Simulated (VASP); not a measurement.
## Li8Mg16CO2: single point with PBE+D3(BJ)

Li8Mg16CO2, a slab with vacuum:

```xyz
27
Lattice="9.3790 0.0000 0.0000 0.0000 10.0937 0.0000 0.0000 0.0000 17.5407" Properties=species:S:1:pos:R:3 pbc="T T T"
Li    6.2527    2.5234    1.0000
Li    3.1263    2.5234    1.0000
Li    1.4558    2.5241    3.5054
Li    7.5789    2.5452    3.5942
Li    6.2527    7.5703    1.0000
Li    3.1263    7.5703    1.0000
Li    1.4636    7.5721    3.5827
Li    7.6575    7.5933    3.5786
Mg    4.3648    0.0029    1.7989
Mg    1.2887   -0.0083    1.7738
Mg    7.4929    0.0077    1.7674
Mg    0.0000    2.5234    1.0000
Mg    9.0343    0.0525    4.4148
Mg    5.9497   -0.0080    4.5204
Mg    2.7450    0.0315    4.5029
Mg    4.5134    2.5220    3.5812
Mg    4.3769    5.0420    1.7567
Mg    1.3005    5.0497    1.7597
Mg    7.4899    5.0486    1.7553
Mg    0.0000    7.5703    1.0000
Mg    9.0261    5.0578    4.3841
Mg    5.9465    5.0532    4.4977
Mg    2.7635    5.0286    4.4684
Mg    4.5371    7.5712    3.5595
C     3.1367    2.6313    7.1698
O     3.8692    1.7409    7.3726
O     2.4042    3.5271    6.9750
```

```json
{"Program": "VASP 6.6.1", "Task": "single point", "Functional": "PBE", "Dispersion": "D3(BJ)", "Potentials or basis": "VASP PAW PBE potentials, release 64 (Li_sv, Mg, C, O)", "Cutoff": "520 eV", "k mesh": "2 × 2 × 1", "Occupations": "fermi-dirac, width 0.1 eV", "Spin": "no spin polarisation", "Dipole correction": "no", "Further INCAR settings": "LREAL = Auto; ALGO = Normal; EDIFF = 1e-06; NBANDS = 55"}
```

```json
{"Largest force": "0.725 eV/Å", "Band gap on the k mesh": "zero (bands 36 and 37 overlap by 0.25 eV)", "Dispersion energy per atom": "-0.141 eV"}
```

Forces on the atoms (eV/Å):
```
Li  -0.219  0.005 -0.001
Li  -0.380 -0.009 -0.057
Li  -0.092 -0.013  0.059
Li  -0.004 -0.025  0.009
Li  -0.203  0.011  0.004
Li  -0.379  0.009 -0.054
Li  -0.084  0.002  0.018
Li  -0.084 -0.006  0.031
Mg   0.227 -0.004 -0.011
Mg   0.203 -0.005 -0.014
Mg   0.223 -0.008  0.003
Mg  -0.408 -0.008  0.022
Mg   0.179 -0.010 -0.006
Mg   0.168  0.022 -0.033
Mg   0.176 -0.058 -0.060
Mg  -0.026  0.012 -0.029
Mg   0.223  0.005  0.009
Mg   0.210 -0.002  0.008
Mg   0.212  0.012 -0.020
Mg  -0.381  0.010  0.034
Mg   0.167 -0.010 -0.031
Mg   0.164 -0.001 -0.018
Mg   0.171  0.039 -0.021
Mg  -0.076  0.002  0.058
C    0.107 -0.121  0.066
O    0.323 -0.435  0.118
O   -0.419  0.586 -0.082
```

Levels at points of the mesh, in eV from the Fermi level:
| k point | band 32 | band 33 | band 34 | band 35 | band 36 | band 37 | band 38 | band 39 |
| --- | --- | --- | --- | --- | --- | --- | --- | --- |
| (0.00, 0.00, 0.00) | -0.68 | -0.61 | -0.54 | -0.08 | 0.15 | 0.43 | 0.55 | 0.63 |
| (0.50, 0.00, 0.00) | -0.87 | -0.36 | -0.22 | -0.21 | -0.19 | -0.10 | -0.09 | -0.08 |
| (0.00, 0.50, 0.00) | -0.92 | -0.47 | -0.46 | -0.30 | -0.27 | 0.07 | 0.10 | 0.63 |
| (0.50, 0.50, 0.00) | -1.47 | -0.08 | -0.06 | -0.02 | 0.00 | 0.14 | 0.15 | 0.30 |

Run time: 25 min on 1 thread of Oxide Virtual Turin-like Processor, with other jobs on the host, peak memory 1.4 GiB.

Caveat: there is no dipole correction, which matters where the two faces differ.
